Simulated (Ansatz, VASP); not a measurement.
**One calculation of GaP, two programs**

```xyz
2
Lattice="0.0000 2.5803 2.5803 2.5803 0.0000 2.5803 2.5803 2.5803 0.0000" Properties=species:S:1:pos:R:3 pbc="T T T"
Ga    0.0000    0.0000    0.0000
P     2.5803    2.5803    2.5803
```

Alike in both runs: functional PBE; k mesh 15 × 15 × 15; occupations fermi-dirac, width 0.1 eV; no spin polarisation.

Ansatz relaxed the structure, and its values are those at the end. VASP's run is a single point on that final structure, the one shown.

|  | VASP | Ansatz |
| --- | --- | --- |
| version | VASP 6.6.1 | Ansatz 0.2.0 |
| potentials or method | VASP PAW PBE potentials, release 64 (Ga_d, P) | PAW with Ansatz's default frozen-core files, scalar-relativistic |
| plane-wave cutoff (eV) | 500 | 420 |
| valence electrons in the cell | 18 | 18 |

```tsv
	VASP	Ansatz	Ansatz less VASP
pressure (GPa)	0.0	0.0	-0.04
```
